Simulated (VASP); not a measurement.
# NaF (a.bB) (Fm-3m) in VASP: further runs, part 2 of 2

VASP 6.6.1. The steps go on from the part before.

**3. Single point, PBEsol**

Contents of INCAR:

```
PREC = Accurate
ENCUT = 600
EDIFF = 1E-6
ISMEAR = 0
SIGMA = 0.02
LREAL = F
LASPH = T
NELM = 120
ALGO = Normal
ISIF = 2
LWAVE = F
LCHARG = F
GGA = PS
NBANDS = 14
GGA_COMPAT = F
```

Contents of KPOINTS:

```
regular mesh
0
Gamma
  8 8 8
```

Contents of POSCAR:

```
NaF
1.0
    0.0000000000      2.3144065533      2.3144065533
    2.3144065533      0.0000000000      2.3144065533
    2.3144065533      2.3144065533      0.0000000000
Na F
1 1
Direct
    0.0000000000      0.0000000000      0.0000000000
    0.5000000000      0.5000000000      0.5000000000
```

Potentials or basis: VASP PAW PBE potentials, release 64 (Na_pv, F).

The run is started by

```console
$ cat potpaw_PBE.64/Na_pv/POTCAR potpaw_PBE.64/F/POTCAR > POTCAR
$ mpirun -np 1 vasp_std > vasp.out
```

OUTCAR:

```text
PREC = Accurate
   ENCUT = 600
   EDIFF = 1E-6
   ISMEAR = 0
   LREAL = F
   LASPH = T
   NELM = 120
   ISIF = 2
   GGA = PS

 ion  position               nearest neighbor table
   1  0.000  0.000  0.000-   2 2.31   2 2.31   2 2.31   2 2.31   2 2.31   2 2.31
   2  0.500  0.500  0.500-   1 2.31   1 2.31   1 2.31   1 2.31   1 2.31   1 2.31

  LATTYP: Found a face centered cubic cell.
 ALAT       =     4.6288131066

  Lattice vectors:

 A1 = (   0.0000000000,   2.3144065533,   2.3144065533)
 A2 = (   2.3144065533,   0.0000000000,   2.3144065533)
 A3 = (   2.3144065533,   2.3144065533,   0.0000000000)

Analysis of symmetry for initial positions (statically):
=====================================================================
 Subroutine PRICEL returns:
 Original cell was already a primitive cell.

 Routine SETGRP: Setting up the symmetry group for a
 face centered cubic supercell.

 Subroutine GETGRP returns: Found 48 space group operations
 (whereof 48 operations were pure point group operations)
 out of a pool of 48 trial point group operations.

The static configuration has the point symmetry O_h .

Analysis of symmetry for dynamics (positions and initial velocities):
[... 168 lines left out ...]
  band No.  band energies     occupation
      1     -21.2277      2.00000
      2     -20.9222      2.00000
      3     -20.9222      2.00000
      4     -20.9222      2.00000
      5      -2.1645      2.00000
      6      -2.1645      2.00000
      7      -2.1645      2.00000
      8       4.0150      0.00000
      9      16.7040      0.00000
     10      16.7040      0.00000
     11      16.7040      0.00000
     12      19.3943      0.00000
     13      21.7856      0.00000
     14      21.7856      0.00000
[... 377 lines left out ...]
      1     -21.6674      2.00000
      2     -20.9790      2.00000
      3     -20.9545      2.00000
      4     -20.3113      2.00000
      5      -3.5028      2.00000
      6      -2.7549      2.00000
      7      -2.5077      2.00000
      8       9.4710      0.00000
      9      10.4311      0.00000
     10      14.8865      0.00000
     11      16.7258      0.00000
     12      19.9147      0.00000
     13      20.9813      0.00000
     14      25.7935      0.00000

 [... further k-points ...]
[... 5 lines left out ...]
  --------------------------------------------------------------------------------------
  -------------------------------------------------------------------------------------
  Total       -0.0235884     -0.0235884     -0.0235884     -0.0000000     -0.0000000      0.0000000
  in kB       -1.5242641     -1.5242641     -1.5242641     -0.0000000     -0.0000000      0.0000000
  external PRESSURE =      -1.5242641 kB  Pullay stress =       0.0000000 kB

 VOLUME and BASIS-vectors are now :
 -----------------------------------------------------------------------------
  energy-cutoff  :      600.00
  volume of cell :       24.79
      direct lattice vectors                 reciprocal lattice vectors
     0.000000000  2.314406553  2.314406553    -0.216038102  0.216038102  0.216038102
     2.314406553  0.000000000  2.314406553     0.216038102 -0.216038102  0.216038102
     2.314406553  2.314406553  0.000000000     0.216038102  0.216038102 -0.216038102

 POSITION                                       TOTAL-FORCE (eV/Angst)
 -----------------------------------------------------------------------------------
      0.00000      0.00000      0.00000         0.000000      0.000000     -0.000000
      2.31441      2.31441      2.31441         0.000000     -0.000000      0.000000
 -----------------------------------------------------------------------------------
    total drift:                                0.000000      0.000000      0.000000

  FREE ENERGIE OF THE ION-ELECTRON SYSTEM (eV)
  ---------------------------------------------------
  free  energy   TOTEN  =        -8.7705438882 eV

  energy  without entropy=       -8.7705438882  energy(sigma->0) =       -8.77054389
```

OSZICAR:

```text
N       E                     dE             d eps       ncg     rms          rms(c)
DAV:   1     0.120428503597E+03    0.12043E+03   -0.83276E+03   818   0.135E+03
DAV:   2    -0.272132489915E+01   -0.12315E+03   -0.11468E+03   884   0.364E+02
DAV:   3    -0.947616833907E+01   -0.67548E+01   -0.67355E+01  1004   0.768E+01
DAV:   4    -0.953849814613E+01   -0.62330E-01   -0.62324E-01   884   0.766E+00
DAV:   5    -0.953911860535E+01   -0.62046E-03   -0.62045E-03  1016   0.762E-01    0.490E+00
DAV:   6    -0.878641144473E+01    0.75271E+00   -0.25884E+00   976   0.145E+01    0.181E+00
DAV:   7    -0.877147692479E+01    0.14935E-01   -0.30085E-02   836   0.212E+00    0.103E+00
DAV:   8    -0.877018995454E+01    0.12870E-02   -0.26259E-02   902   0.346E+00    0.156E-01
DAV:   9    -0.877069683416E+01   -0.50688E-03   -0.45757E-03   974   0.658E-01    0.127E-01
DAV:  10    -0.877054084240E+01    0.15599E-03   -0.11161E-03   920   0.392E-01    0.136E-02
DAV:  11    -0.877054362712E+01   -0.27847E-05   -0.46218E-05   962   0.142E-01    0.741E-03
DAV:  12    -0.877054388817E+01   -0.26105E-06   -0.63833E-06   938   0.321E-02
   1 F= -.87705439E+01 E0= -.87705439E+01  d E =-.477157E-20
```

Run time: 6.2 s. Hardware: 1 thread of Intel Xeon 6975P-C (Granite Rapids), shared host; peak memory 0.15 GiB.

Results:

```
Free energy            : -8.7705 eV
Pressure               : -0.2 GPa
Band gap on the k mesh : 6.18 eV, direct
```

Levels at points of the mesh, in eV from the valence-band top:
| k point | band 3 | band 4 | band 5 | band 6 | band 7 | band 8 | band 9 | band 10 | band 11 | band 12 |
| --- | --- | --- | --- | --- | --- | --- | --- | --- | --- | --- |
| (0.00, 0.00, 0.00) | -18.76 | -18.76 | 0.00 | 0.00 | 0.00 | 6.18 | 18.87 | 18.87 | 18.87 | 21.56 |
| (0.50, 0.00, 0.00) | -18.77 | -18.01 | -1.63 | -0.26 | -0.26 | 10.63 | 12.36 | 20.02 | 20.02 | 22.84 |
| (0.50, 0.50, 0.00) | -18.81 | -18.80 | -1.30 | -0.41 | -0.41 | 13.01 | 13.11 | 13.56 | 19.68 | 19.68 |

Caveat: the PAW data sets were made with another functional, which shifts forces and pressure a little.
